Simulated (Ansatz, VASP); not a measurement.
# ScAs6: VASP beside Ansatz

```
CELL_PARAMETERS angstrom
2.80617 -7.09635 0.00000
2.80617 7.09635 0.00000
0.00000 0.00000 3.70957
ATOMIC_POSITIONS crystal
Sc 0.50000 0.50000 0.00000
As 0.11180 0.33403 0.50000
As 0.88820 0.66597 0.50000
As 0.33403 0.11180 0.50000
As 0.66597 0.88820 0.50000
As 0.00000 0.50000 0.00000
As 0.50000 0.00000 0.00000
```

Alike in both runs: task single point; functional PBE; k mesh 4 × 4 × 6; occupations gaussian, width 0.1 eV; collinear spin.

```csv
,VASP,Ansatz
version,VASP 6.6.1,Ansatz 0.2.0
potentials or method,"VASP PAW PBE potentials, release 64 (Sc_sv, As), cutoff 520 eV","scalar-relativistic, plane waves, PAW"
valence electrons in the cell,41,101
```

Ansatz gave:

* gap on the k mesh at the Fermi level (eV): none
* pressure (GPa): 0.0
* traceless stress, the component that is largest in VASP (GPa): 0.18
* rms of the force components (eV/Å): 0.002
* net moment per atom (μB): 0.00

Task: What did VASP give for the same quantities?

Result: gap on the k mesh at the Fermi level (eV): none; pressure (GPa): 0.2; traceless stress, the component that is largest in VASP (GPa): 0.23; rms of the force components (eV/Å): 0.010; net moment per atom (μB): 0.00.

Atom by atom the forces differ by 0.009 eV/Å (rms over components). A gap of «none» marks a metal or a gap that the smearing closes. The functional is the same, so the differences come from potentials, cutoffs and numerics. VASP's potentials hold 41 valence electrons a cell and Ansatz's 101, so a difference there can come from the potentials and not from the codes. Ansatz's warnings: seeded moment not kept.
